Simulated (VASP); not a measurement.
A run of VASP 6.6.1 is set up as follows.

INCAR

```
PREC = Accurate ; ENCUT = 520
EDIFF = 1E-7 ; ISMEAR = -1
SIGMA = 0.02 ; LREAL = F
LASPH = T ; NELM = 80
ALGO = Normal ; ISIF = 2
LWAVE = F ; LCHARG = F
GGA = PS ; NBANDS = 16
```

KPOINTS

```
regular mesh
0
Gamma
  11 11 4
```

File POSCAR:

```
BN
1.0
    2.5039917043     -0.0250399170     -0.0250399170
   -1.2736810565      2.1810403853     -0.0091652458
   -0.0666120000     -0.0666120000      6.6612000000
B N
2 2
Direct
    0.3333333333      0.6666666667      0.2500000000
    0.6666666667      0.3333333333      0.7500000000
    0.3333333333      0.6666666667      0.7500000000
    0.6666666667      0.3333333333      0.2500000000
```

Potentials or basis: VASP PAW PBE potentials, release 64 (B, N).

Launch:

```bash
$ cat potpaw_PBE.64/B/POTCAR potpaw_PBE.64/N/POTCAR > POTCAR
$ mpirun -np 1 vasp_std > vasp.out
```

Question: What does it give for the band gap on the k mesh?

Answer: 4.16 eV (least direct gap 4.56 eV).

Question: What does it give for the pressure?

Answer: 0.8 GPa.

Question: Estimate the largest force.

Answer: 0.265 eV/Å.

Forces on the atoms (eV/Å):
```
B    0.261  0.012 -0.003
B   -0.261 -0.012  0.003
N    0.265  0.012 -0.003
N   -0.265 -0.012  0.003
```

Caveat: the cell differs from its parent crystal (equal xy, yz and zx shear strains of -2 %); the PAW data sets were made with another functional, which shifts forces and pressure a little; an odd mesh through Γ misses points on the zone boundary, where band edges can lie.
